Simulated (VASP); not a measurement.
## CuI: single point with PBE+D3(BJ)

Crystal: CuI.

```
I Cu
1.0
     0.00000    3.07139    3.07139
     3.07139    0.00000    3.07139
     3.07139    3.07139    0.00000
I Cu
1 1
Direct
  0.00000 0.00000 0.00000
  0.75000 0.75000 0.75000
```

```json
{"Program": "VASP 6.6.1", "Task": "single point", "Functional": "PBE", "Dispersion": "D3(BJ)", "Potentials or basis": "VASP PAW PBE potentials, release 64 (I, Cu)", "Cutoff": "520 eV", "k mesh": "8 × 8 × 8", "Occupations": "fermi-dirac, width 0.05 eV", "Spin": "no spin polarisation", "Dipole correction": "no", "Further INCAR settings": "ALGO = Normal; EDIFF = 1e-06; NBANDS = 16"}
```

```yaml
Pressure: -2.8 GPa
Band_gap_on_the_k_mesh: 1.04 eV
Dispersion_energy_per_atom: -0.327 eV
```

Levels at points of the mesh, in eV from the valence-band top:
| k point | band 6 | band 7 | band 8 | band 9 | band 10 | band 11 | band 12 | band 13 |
| --- | --- | --- | --- | --- | --- | --- | --- | --- |
| (0.00, 0.00, 0.00) | -1.70 | 0.00 | 0.00 | 0.00 | 1.04 | 4.91 | 4.91 | 4.91 |
| (0.50, 0.00, 0.00) | -1.67 | -1.63 | -0.65 | -0.65 | 2.13 | 5.43 | 5.43 | 7.32 |
| (0.50, 0.50, 0.00) | -1.65 | -1.62 | -1.37 | -1.37 | 2.80 | 2.92 | 8.93 | 9.56 |

Wall time 11 s on 1 thread of Intel(R) Xeon(R) Platinum 8488C (Sapphire Rapids), on a shared host, peak memory 0.2 GiB.

Caveat: spin-orbit coupling is left out, which moves the levels of the heavy elements. PBE gaps usually lie below the measured ones, often by a third to a half.
